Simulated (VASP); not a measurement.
Wanted: the native input for a VASP 6.6.1 run.

```
Task                   : single point
Functional             : r2SCAN
Potentials or basis    : VASP PAW PBE potentials, release 64 (Zn, S)
Cutoff                 : 520 eV
k mesh                 : 6 × 6 × 2
Occupations            : gaussian, width 0.05 eV
Spin                   : no spin polarisation
Dipole correction      : no
Further INCAR settings : ALGO = Normal; EDIFF = 1e-06; NBANDS = 46
```

ZnS:

```xyz
8
Lattice="3.7706 0.0000 0.0000 -1.8853 3.2985 0.0000 0.0000 0.0000 12.4665" Properties=species:S:1:pos:R:3 pbc="T T T"
Zn    0.0000    0.0000    0.0014
Zn    0.0000    0.0000    6.2347
Zn    0.0000    2.1990    3.1175
Zn    1.8853    1.0995    9.3507
S     0.0000    0.0000    2.3342
S     0.0000    0.0000    8.5674
S     0.0000    2.1990    5.4551
S     1.8853    1.0995   11.6883
```

This cell differs from its parent crystal: strain -0.0100 x Voigt [1, 0, 0, 0, 0, 0].

The input as run:

POSCAR

```
ZnS
1.0
    3.7706495461      0.0000000000      0.0000000000
   -1.8853247730      3.2984629249      0.0000000000
    0.0000000000      0.0000000000     12.4664651431
Zn S
4 4
Direct
    0.0000000000      0.0000000000      0.0001143924
    0.0000000000      0.0000000000      0.5001143924
    0.3333333333      0.6666666667      0.2500706174
    0.6666666667      0.3333333333      0.7500706174
    0.0000000000      0.0000000000      0.1872361436
    0.0000000000      0.0000000000      0.6872361436
    0.3333333333      0.6666666667      0.4375788466
    0.6666666667      0.3333333333      0.9375788466
```

INCAR.step1

```
ALGO = Normal
EDIFF = 1E-4
ENCUT = 520
GGA = PE
ISMEAR = 0
LASPH = True
LCHARG = False
LREAL = False
LWAVE = True
NBANDS = 46
NELM = 100
PREC = Accurate
SIGMA = 0.05
```

INCAR.step2

```
ALGO = Normal
EDIFF = 1E-6
ENCUT = 520
ISIF = 2
ISMEAR = 0
ISTART = 1
LASPH = True
LCHARG = False
LMIXTAU = True
LREAL = False
LWAVE = False
METAGGA = R2SCAN
NBANDS = 46
NELM = 100
PREC = Accurate
SIGMA = 0.05
```

KPOINTS

```
k-points
0
Gamma
  6 6 2
```

Potentials or basis: VASP PAW PBE potentials, release 64 (Zn, S).

Run with:

```console
$ cat potpaw_PBE.64/Zn/POTCAR potpaw_PBE.64/S/POTCAR > POTCAR
$ cp INCAR.step1 INCAR
$ mpirun -np 1 vasp_std > vasp.out
$ cp INCAR.step2 INCAR
$ mpirun -np 1 vasp_std > vasp.out
```

It gave:

```
Pressure               : 0.8 GPa
Largest force          : 0.073 eV/Å
Band gap on the k mesh : 2.77 eV
```

Caveat: the cell differs from its parent crystal (strain -0.0100 x Voigt [1, 0, 0, 0, 0, 0]); the PAW data sets were made with another functional, which shifts forces and pressure a little.

It took 15 min on 1 thread of Oxide Virtual Turin-like Processor, on a shared host, peak memory 0.34 GiB.
